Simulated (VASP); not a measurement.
A run of VASP 6.6.1:

Contents of POSCAR:

```
InP
1.0
    0.0000000000      2.7421375492      2.7421375492
    2.7421375492      0.0000000000      2.7421375492
    2.7421375492      2.7421375492      0.0000000000
In P
1 1
Direct
    0.0000000000      0.0000000000      0.0000000000
    0.2500000000      0.2500000000      0.2500000000
```

File INCAR.step1:

```
ALGO = Normal
EDIFF = 1E-4
ENCUT = 520
GGA = PE
ISMEAR = 0
LASPH = True
LCHARG = False
LREAL = False
LWAVE = True
NBANDS = 16
NELM = 60
PREC = Accurate
SIGMA = 0.02
```

File INCAR.step2:

```
ALGO = Normal
EDIFF = 1E-6
ENCUT = 520
ISIF = 2
ISMEAR = 0
ISTART = 1
LASPH = True
LCHARG = False
LMIXTAU = True
LREAL = False
LWAVE = False
METAGGA = R2SCAN
NBANDS = 16
NELM = 60
PREC = Accurate
SIGMA = 0.02
```

Contents of KPOINTS:

```
k-points
0
Gamma
  8 8 8
```

Potentials or basis: VASP PAW PBE potentials, release 64 (In_d, P).

Command:

```bash
$ cat potpaw_PBE.64/In_d/POTCAR potpaw_PBE.64/P/POTCAR > POTCAR
$ cp INCAR.step1 INCAR
$ mpirun -np 1 vasp_std > vasp.out
$ cp INCAR.step2 INCAR
$ mpirun -np 1 vasp_std > vasp.out
```

Hardware: 1 thread of Intel(R) Xeon(R) 6975P-C (Granite Rapids), on a shared host.

Q: Estimate the wall time of this run.

A: It took 37 s on 1 thread of Intel(R) Xeon(R) 6975P-C (Granite Rapids), on a shared host, peak memory 0.17 GiB. Counts: k points 29.
